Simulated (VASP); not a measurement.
# MgO (P3m1) in VASP: notebook

MgO is run at these levels: LDA; tasks: single point.

Program: VASP 6.6.1. These are calculated values, not measurements. Logs are shortened: lines on timing, memory, paths and dates and some standing lists are left out, and cuts for length are marked.

## 1. The cell of the first run

It takes space group P3m1 (No. 156, trigonal). Conventional cell: a = 3.020 Å, b = 3.020 Å, c = 14.643 Å, α = 90.00°, β = 90.00°, γ = 120.00°. Within 2.7 Å of Mg (site symmetry 3m) lie 6 O at 2.05 to 2.14 Å. Mg (site symmetry 3m) has 6 O at 2.14 Å and 3 Mg at 2.90 Å within 2.9 Å. Mg (site symmetry 3m) has 6 O at 2.14 Å within 2.8 Å. Within 2.8 Å of Mg (site symmetry 3m) lie 6 O at 2.14 Å. Mg (site symmetry 3m) has 6 O at 2.14 Å within 2.8 Å. Mg (site symmetry 3m) has 6 O at 2.14 Å within 2.8 Å. Within 2.8 Å of O (site symmetry 3m) lie 6 Mg at 2.14 Å. O (site symmetry 3m) has 6 Mg at 2.14 Å and 3 O at 2.90 Å within 2.9 Å.

## 2. Single point, LDA (the distance across one plane changed)

Contents of INCAR:

```
PREC = Accurate
ENCUT = 520
EDIFF = 1E-6
ISMEAR = 0
SIGMA = 0.05
LREAL = False
LASPH = True
NELM = 80
ALGO = Normal
ISIF = 2
LWAVE = False
LCHARG = False
NBANDS = 36
```

Contents of KPOINTS:

```
regular mesh
0
Gamma
  9 9 2
```

Contents of POSCAR:

```
MgO
1.0
    2.1351500000     -2.1351500000      0.0000000000
    2.1351500000      0.0000000000     -2.1351500000
    8.4539974596      8.4539974596      8.4539974596
Mg O
6 6
Direct
    0.6666666667      0.6666666667      0.0420934990
    0.0000000000      0.0000000000      0.8839634783
    0.3333333333      0.3333333333      0.2104674948
    0.6666666667      0.6666666667      0.5472154866
    0.0000000000      0.0000000000      0.3788414907
    0.3333333333      0.3333333333      0.7155894824
    0.6666666667      0.6666666667      0.2946544928
    0.0000000000      0.0000000000      0.1262804969
    0.3333333333      0.3333333333      0.4630284886
    0.6666666667      0.6666666667      0.7997764804
    1.0000000000      1.0000000000      0.6314024845
    0.3333333333      0.3333333333      0.9681504762
```

Potentials or basis: VASP PAW LDA potentials, release 64 (Mg, O).

The run is started by

```console
$ cat potpaw_LDA.64/Mg/POTCAR potpaw_LDA.64/O/POTCAR > POTCAR
$ mpirun -np 1 vasp_std > vasp.out
```

OUTCAR:

```text
PREC = Accurate
   ENCUT = 520
   EDIFF = 1E-6
   ISMEAR = 0
   LREAL = False
   LASPH = True
   NELM = 80
   ISIF = 2

 ion  position               nearest neighbor table
   1  0.667  0.667  0.042-  12 2.05  12 2.05  12 2.05   8 2.14   8 2.14   8 2.14   2 2.90   2 2.90
                             2 2.90   3 3.02   3 3.02   3 3.02
   2  0.000  0.000  0.884-  10 2.14  12 2.14  10 2.14  10 2.14  12 2.14  12 2.14   1 2.90   1 2.90
                             1 2.90   6 3.02   6 3.02   6 3.02
   3  0.333  0.333  0.210-   8 2.14   8 2.14   8 2.14   7 2.14   7 2.14   7 2.14   1 3.02   1 3.02
                             1 3.02   5 3.02   5 3.02   5 3.02
   4  0.667  0.667  0.547-  11 2.14  11 2.14  11 2.14   9 2.14   9 2.14   9 2.14   6 3.02   6 3.02
                             6 3.02   5 3.02   5 3.02   5 3.02
   5  0.000  0.000  0.379-   7 2.14   9 2.14   7 2.14   7 2.14   9 2.14   9 2.14   3 3.02   4 3.02
                             3 3.02   3 3.02   4 3.02   4 3.02
   6  0.333  0.333  0.716-  11 2.14  11 2.14  11 2.14  10 2.14  10 2.14  10 2.14   4 3.02   4 3.02
                             4 3.02   2 3.02   2 3.02   2 3.02
   7  0.667  0.667  0.295-   5 2.14   5 2.14   5 2.14   3 2.14   3 2.14   3 2.14
   8  0.000  0.000  0.126-   1 2.14   3 2.14   1 2.14   1 2.14   3 2.14   3 2.14
   9  0.333  0.333  0.463-   5 2.14   5 2.14   5 2.14   4 2.14   4 2.14   4 2.14
  10  0.667  0.667  0.800-   2 2.14   2 2.14   2 2.14   6 2.14   6 2.14   6 2.14
  11  0.000  0.000  0.631-   4 2.14   6 2.14   4 2.14   4 2.14   6 2.14   6 2.14
  12  0.333  0.333  0.968-   1 2.05   1 2.05   1 2.05   2 2.14   2 2.14   2 2.14

  LATTYP: Found a hexagonal cell.
 ALAT       =     3.0195580877
 C/A-ratio  =     4.8493033423

  Lattice vectors:

 A1 = (  -2.1351500000,   0.0000000000,   2.1351500000)
 A2 = (   2.1351500000,  -2.1351500000,   0.0000000000)
 A3 = (   8.4539974596,   8.4539974596,   8.4539974596)

Analysis of symmetry for initial positions (statically):
=====================================================================
 Subroutine PRICEL returns:
 Original cell was already a primitive cell.

 Routine SETGRP: Setting up the symmetry group for a
 hexagonal supercell.

 Subroutine GETGRP returns: Found  6 space group operations
 (whereof  6 operations were pure point group operations)
 out of a pool of 24 trial point group operations.

The static configuration has the point symmetry C_3v.

Analysis of symmetry for dynamics (positions and initial velocities):
=====================================================================
 Subroutine PRICEL returns:
 Original cell was already a primitive cell.

 Routine SETGRP: Setting up the symmetry group for a
 hexagonal supercell.

 Subroutine GETGRP returns: Found  6 space group operations
 (whereof  6 operations were pure point group operations)
 out of a pool of 24 trial point group operations.

The dynamic configuration has the point symmetry C_3v.

 Subroutine INISYM returns: Found  6 space group operations
 (whereof  6 operations are pure point group operations),
 and found     1 'primitive' translations

----------------------------------------------------------------------------------------

                                     Primitive cell

  volume of cell :     115.6219

  direct lattice vectors                    reciprocal lattice vectors
     2.135150000 -2.135150000  0.000000000     0.156117057 -0.312234113  0.156117057
     2.135150000  0.000000000 -2.135150000     0.156117057  0.156117057 -0.312234113
     8.453997460  8.453997460  8.453997460     0.039429079  0.039429079  0.039429079

  length of vectors
     3.019558088  3.019558088 14.642753127     0.382407129  0.382407129  0.068293168

  position of ions in fractional coordinates (direct lattice)
     0.666666667  0.666666667  0.042093499
     0.000000000  0.000000000  0.883963478
     0.333333333  0.333333333  0.210467495
     0.666666667  0.666666667  0.547215487
     0.000000000  0.000000000  0.378841491
     0.333333333  0.333333333  0.715589482
     0.666666667  0.666666667  0.294654493
     0.000000000  0.000000000  0.126280497
     0.333333333  0.333333333  0.463028489
     0.666666667  0.666666667  0.799776480
     0.000000000  0.000000000  0.631402485
     0.333333333  0.333333333  0.968150476

  ion indices of the primitive-cell ions
   primitive index   ion index
                 1           1
                 2           2
                 3           3
                 4           4
                 5           5
                 6           6
                 7           7
                 8           8
                 9           9
                10          10
                11          11
                12          12

----------------------------------------------------------------------------------------

 KPOINTS: regular mesh

Automatic generation of k-mesh.
 Grid dimensions read from file:
 generate k-points for:    9    9    2

 Generating k-lattice:

  Cartesian coordinates                     Fractional coordinates (reciprocal lattice)
     0.017346340 -0.034692679  0.017346340     0.111111111  0.000000000  0.000000000
     0.017346340  0.017346340 -0.034692679     0.000000000  0.111111111  0.000000000
     0.019714539  0.019714539  0.019714539     0.000000000  0.000000000  0.500000000

  Length of vectors
     0.042489681  0.042489681  0.034146584

  Shift w.r.t. Gamma in fractional coordinates (k-lattice)
     0.000000000  0.000000000  0.000000000

 Subroutine IBZKPT returns following result:
 ===========================================

 Found     24 irreducible k-points:

 Following reciprocal coordinates:
            Coordinates               Weight
  0.000000  0.000000  0.000000      1.000000
  0.111111  0.000000  0.000000      6.000000
  0.222222  0.000000  0.000000      6.000000
  0.333333  0.000000  0.000000      6.000000
  0.444444  0.000000  0.000000      6.000000
  0.222222  0.111111 -0.000000      6.000000
[... 16 lines left out ...]
 -0.444444  0.222222  0.500000     12.000000
 -0.333333  0.333333  0.500000      2.000000
   k-points           NKPTS =     24   k-points in BZ     NKDIM =     24   number of bands    NBANDS=     36
   number of dos      NEDOS =    301   number of ions     NIONS =     12
   total plane-waves  NPLWV =  64512
   dimension x,y,z NGX =    24 NGY =   24 NGZ =  112
   dimension x,y,z NGXF=    48 NGYF=   48 NGZF=  224
   ions per type =               6   6
   NGX,Y,Z   is equivalent  to a cutoff of  13.21, 13.21, 12.72 a.u.
   NGXF,Y,Z  is equivalent  to a cutoff of  26.43, 26.43, 25.43 a.u.
 SYSTEM =  unknown system
   PREC   = accura    normal or accurate (medium, high low for compatibility)
   ISTART =      0    job   : 0-new  1-cont  2-samecut
   ICHARG =      2    charge: 1-file 2-atom 10-const
   ISPIN  =      1    spin polarized calculation?
   LNONCOLLINEAR =      F non collinear calculations
   LSORBIT =      F    spin-orbit coupling
   LASPH  =      T    aspherical Exc in radial PAW
   ENCUT  =  520.0 eV  38.22 Ry    6.18 a.u.   5.61  5.61 27.23*2*pi/ulx,y,z
   NELM   =     80;   NELMIN=  2; NELMDL= -5     # of ELM steps
   EDIFF  = 0.1E-05   stopping-criterion for ELM
   LREAL  =      F    real-space projection
   EDIFFG = 0.1E-04   stopping-criterion for IOM
   NSW    =      0    number of steps for IOM
   IBRION =     -1    ionic relax: 0-MD 1-quasi-New 2-CG
   NFREE  =      0    steps in history (QN), initial steepest desc. (CG)
   ISIF   =      2    stress and relaxation
   ISYM   =      2    0-nonsym 1-usesym 2-fastsym
   POTIM  = 0.5000    time-step for ionic-motion
   TEBEG  =    0.0;   TEEND  =   0.0 temperature during run
   PSTRESS=    0.0 pullay stress
   NELECT =      48.0000    total number of electrons
   NUPDOWN=      -1.0000    fix difference up-down
   EMIN   =  10.00;   EMAX   =-10.00  energy-range for DOS
   EFERMI =   0.00;   METHOD = LEGACY
   ISMEAR =     0;   SIGMA  =   0.05  broadening in eV -4-tet -1-fermi 0-gaus
   EFERMI_NEDOS =   21; number of points for ismear=-14 and -15
   IALGO  =     38    algorithm
   IMIX   =      4    mixing-type and parameters
     AMIX     =   0.40;   BMIX     =  1.00
     AMIX_MAG =   1.60;   BMIX_MAG =  1.00
  volume/ion in A,a.u.               =       9.64        65.02
  Fermi-wavevector in a.u.,A,eV,Ry     =   1.221261  2.307849 20.292800  1.491479
  Thomas-Fermi vector in A             =   2.356450
   LORBIT       =      0    0 simple, 1 ext, 2 COOP (PROOUT), +10 PAW based schemes
   GGA     = CA    functional components
   LHFCALC =     F    Hartree Fock is set to
   AEXX    =    0.0000 exact exchange contribution
   IVDW    =     0    specifies the selected vdW correction
   LEPSILON=     F    determine dielectric tensor
   LRPA    =     F    only Hartree local field effects (RPA)
 non-spin polarized calculation
 Gauss-broadening in eV      SIGMA  =   0.05
  energy-cutoff  :      520.00
  volume of cell :      115.62
 maximum number of plane-waves:      3163
   NGX = 11   NGY = 11   NGZ = 55

 number of electron      48.0000026 magnetization

 Free energy of the ion-electron system (eV)
  ---------------------------------------------------
  ext. energy  EPLUGINS =         0.00000000
  ---------------------------------------------------
  free energy    TOTEN  =       -80.22374236 eV

  energy without entropy =      -80.22374236  energy(sigma->0) =      -80.22374236

 E-fermi :   3.1686     XC(G=0): -11.4426

 val. band max:        2.8937336887   @ k =   0.0000   0.0000   0.0000
 cond. band min:       6.9521417234   @ k =   0.0000   0.0000   0.0000
 fundamental gap:      4.0584080347
 Fermi energy:         3.1685778032

 k-point     1 :       0.0000    0.0000    0.0000
  band No.  band energies     occupation
      1     -14.4180      2.00000
      2     -14.0139      2.00000
      3     -13.7801      2.00000
      4     -13.3582      2.00000
      5     -13.1419      2.00000
      6     -12.7243      2.00000
[... 28 lines left out ...]
     35      16.0918      0.00000
     36      17.6670      0.00000
[... 866 lines left out ...]
      6     -12.2476      2.00000
[... 28 lines left out ...]
     35      14.3364      0.00000
     36      14.3616      0.00000

------------------------ aborting loop because EDIFF is reached ----------------------------------------

  FORCE on cell =-STRESS in cart. coord.  units (eV):
  Direction    XX          YY          ZZ          XY          YZ          ZX
  --------------------------------------------------------------------------------------
  -------------------------------------------------------------------------------------
  Total       -8.4699172     -8.4699172     -8.4699172      0.6189728      0.6189728      0.6189728
  in kB     -117.3679718   -117.3679718   -117.3679718      8.5771304      8.5771304      8.5771304
  external PRESSURE =    -117.3679718 kB  Pullay stress =       0.0000000 kB

 VOLUME and BASIS-vectors are now :
 -----------------------------------------------------------------------------
  energy-cutoff  :      520.00
  volume of cell :      115.62
      direct lattice vectors                 reciprocal lattice vectors
     2.135150000 -2.135150000  0.000000000     0.156117057 -0.312234113  0.156117057
     2.135150000  0.000000000 -2.135150000     0.156117057  0.156117057 -0.312234113
     8.453997460  8.453997460  8.453997460     0.039429079  0.039429079  0.039429079

 POSITION                                       TOTAL-FORCE (eV/Angst)
 -----------------------------------------------------------------------------------
      3.20273     -1.06757     -1.06757         0.850393      0.850393      0.850393
      7.47302      7.47302      7.47302        -0.276447     -0.276447     -0.276447
      3.20272      1.06757      1.06757        -0.080802     -0.080802     -0.080802
      7.47303      3.20273      3.20273        -0.082681     -0.082681     -0.082681
      3.20272      3.20272      3.20272        -0.082719     -0.082719     -0.082719
      7.47302      5.33787      5.33787        -0.081589     -0.081589     -0.081589
      5.33788      1.06758      1.06758         0.082662      0.082662      0.082662
      1.06757      1.06757      1.06757         0.113062      0.113062      0.113062
      5.33787      3.20272      3.20272         0.082780      0.082780      0.082780
      9.60818      5.33788      5.33788         0.079154      0.079154      0.079154
      5.33787      5.33787      5.33787         0.082770      0.082770      0.082770
      9.60817      7.47302      7.47302        -0.686582     -0.686582     -0.686582
 -----------------------------------------------------------------------------------
    total drift:                               -0.000188     -0.000189     -0.000189

  FREE ENERGIE OF THE ION-ELECTRON SYSTEM (eV)
  ---------------------------------------------------
  free  energy   TOTEN  =       -80.2237423630 eV

  energy  without entropy=      -80.2237423630  energy(sigma->0) =      -80.22374236
```

Run time: 84 s. Hardware: 1 thread of Intel Xeon Platinum 8488C (Sapphire Rapids), shared host; peak memory 0.23 GiB.

What came out:

| Property | Result |
| --- | --- |
| Free energy | -80.2237 eV |
| Pressure | -11.7 GPa |
| Largest force | 1.473 eV/Å |
| Band gap on the k mesh | 4.06 eV |

Forces on the atoms (eV/Å):
```
Mg   0.850  0.850  0.850
Mg  -0.276 -0.276 -0.276
Mg  -0.081 -0.081 -0.081
Mg  -0.083 -0.083 -0.083
Mg  -0.083 -0.083 -0.083
Mg  -0.082 -0.082 -0.082
O    0.083  0.083  0.083
O    0.113  0.113  0.113
O    0.083  0.083  0.083
O    0.079  0.079  0.079
O    0.083  0.083  0.083
O   -0.687 -0.687 -0.687
```

Levels at points of the mesh, in eV from the valence-band top:
| k point | band 22 | band 23 | band 24 | band 25 | band 26 | band 27 |
| --- | --- | --- | --- | --- | --- | --- |
| (0.00, 0.00, 0.00) | -0.16 | 0.00 | 0.00 | 4.06 | 5.43 | 5.59 |
| (0.00, 0.00, 0.50) | -0.27 | 0.00 | 0.00 | 4.38 | 4.70 | 6.36 |

Caveat: the cell differs from its parent crystal (the distance across one plane changed); the cell stands under tension; an odd mesh through Γ misses points on the zone boundary, where band edges can lie; forces of over 1 eV/Å act on the atoms, so gaps and moduli don't describe the material at rest.

## 3. Single point, LDA (the distance across one plane changed)

Contents of INCAR:

```
SYSTEM = MgO
ALGO = Normal
EDIFF = 1E-6
ENCUT = 520
ISIF = 2
ISMEAR = 0
LASPH = .TRUE.
LCHARG = .TRUE.
LELF = .TRUE.
LREAL = .FALSE.
LVHAR = .TRUE.
LWAVE = .FALSE.
NBANDS = 36
NELM = 80
PREC = Accurate
SIGMA = 0.05
```

Contents of KPOINTS:

```
k-points
0
G
  9 9 2
  0 0 0
```

Contents of POSCAR:

```
MgO
1.0
    2.1351500000     -2.1351500000      0.0000000000
    2.1351500000      0.0000000000     -2.1351500000
    8.6849375673      8.6849375673      8.6849375673
Mg O
6 6
Direct
    0.6666666667      0.6666666667      0.0409741959
    0.0000000000      0.0000000000      0.8604581141
    0.3333333333      0.3333333333      0.2048709795
    0.6666666667      0.6666666667      0.5326645468
    0.0000000000      0.0000000000      0.3687677632
    0.3333333333      0.3333333333      0.6965613304
    0.6666666667      0.6666666667      0.2868193714
    0.0000000000      0.0000000000      0.1229225877
    0.3333333333      0.3333333333      0.4507161550
    0.6666666667      0.6666666667      0.7785097223
    1.0000000000      1.0000000000      0.6146129386
    0.3333333333      0.3333333333      0.9424065059
```

Potentials or basis: VASP PAW LDA potentials, release 64 (Mg, O).

The run is started by

```console
$ cat potpaw_LDA.64/Mg/POTCAR potpaw_LDA.64/O/POTCAR > POTCAR
$ mpirun -np 1 vasp_std > vasp.out
```

OUTCAR:

```text
SYSTEM = MgO
   EDIFF = 1E-6
   ENCUT = 520
   ISIF = 2
   ISMEAR = 0
   LASPH = .TRUE.
   LREAL = .FALSE.
   NELM = 80
   PREC = Accurate

 ion  position               nearest neighbor table
   1  0.667  0.667  0.041-   8 2.14   8 2.14   8 2.14  12 2.29  12 2.29  12 2.29   3 3.02   3 3.02
                             3 3.02   2 3.23   2 3.23   2 3.23
   2  0.000  0.000  0.860-  10 2.14  12 2.14  10 2.14  10 2.14  12 2.14  12 2.14   6 3.02   6 3.02
                             6 3.02   1 3.23   1 3.23   1 3.23
   3  0.333  0.333  0.205-   8 2.14   8 2.14   8 2.14   7 2.14   7 2.14   7 2.14   1 3.02   1 3.02
                             1 3.02   5 3.02   5 3.02   5 3.02
   4  0.667  0.667  0.533-   9 2.14   9 2.14  11 2.14  11 2.14  11 2.14   9 2.14   5 3.02   6 3.02
[... 1172 lines left out ...]
      direct lattice vectors                 reciprocal lattice vectors
     2.135150000 -2.135150000  0.000000000     0.156117057 -0.312234113  0.156117057
     2.135150000  0.000000000 -2.135150000     0.156117057  0.156117057 -0.312234113
     8.684937567  8.684937567  8.684937567     0.038380625  0.038380625  0.038380625

 POSITION                                       TOTAL-FORCE (eV/Angst)
 -----------------------------------------------------------------------------------
      3.20273     -1.06758     -1.06758        -1.032015     -1.032015     -1.032015
      7.47303      7.47303      7.47303         0.407140      0.407140      0.407140
      3.20272      1.06757      1.06757         0.131919      0.131919      0.131919
      7.47303      3.20272      3.20272         0.133710      0.133710      0.133710
      3.20273      3.20273      3.20273         0.133479      0.133479      0.133479
      7.47302      5.33787      5.33787         0.132566      0.132566      0.132566
      5.33788      1.06758      1.06758        -0.132897     -0.132897     -0.132897
      1.06757      1.06757      1.06757        -0.145963     -0.145963     -0.145963
      5.33787      3.20273      3.20273        -0.133492     -0.133492     -0.133492
      9.60818      5.33788      5.33788        -0.132856     -0.132856     -0.132856
      5.33787      5.33787      5.33787        -0.134075     -0.134075     -0.134075
      9.60817      7.47303      7.47303         0.772486      0.772486      0.772486
 -----------------------------------------------------------------------------------
    total drift:                               -0.000156     -0.000156     -0.000156

  FREE ENERGIE OF THE ION-ELECTRON SYSTEM (eV)
  ---------------------------------------------------
  free  energy   TOTEN  =       -79.8218962216 eV

  energy  without entropy=      -79.8218962216  energy(sigma->0) =      -79.82189622
```

Wall time 87 s (1 thread of Intel Xeon Platinum 8488C (Sapphire Rapids), shared host); peak memory 0.23 GiB.

What came out:

```
Free energy            : -79.8219 eV
Pressure               : -14.7 GPa
Largest force          : 1.788 eV/Å
Band gap on the k mesh : 3.17 eV
```

Forces on the atoms (eV/Å):
```
Mg  -1.032 -1.032 -1.032
Mg   0.407  0.407  0.407
Mg   0.132  0.132  0.132
Mg   0.134  0.134  0.134
Mg   0.133  0.133  0.133
Mg   0.133  0.133  0.133
O   -0.133 -0.133 -0.133
O   -0.146 -0.146 -0.146
O   -0.133 -0.133 -0.133
O   -0.133 -0.133 -0.133
O   -0.134 -0.134 -0.134
O    0.772  0.772  0.772
```

Levels at points of the mesh, in eV from the valence-band top:
| k point | band 22 | band 23 | band 24 | band 25 | band 26 | band 27 |
| --- | --- | --- | --- | --- | --- | --- |
| (0.00, 0.00, 0.00) | -0.61 | 0.00 | 0.00 | 3.17 | 4.58 | 4.89 |
| (0.00, 0.00, 0.50) | -0.61 | 0.00 | 0.00 | 3.42 | 4.00 | 5.56 |

Caveat: the cell differs from its parent crystal (the distance across one plane changed); the cell stands under tension; an odd mesh through Γ misses points on the zone boundary, where band edges can lie; forces of over 1 eV/Å act on the atoms, so gaps and moduli don't describe the material at rest.
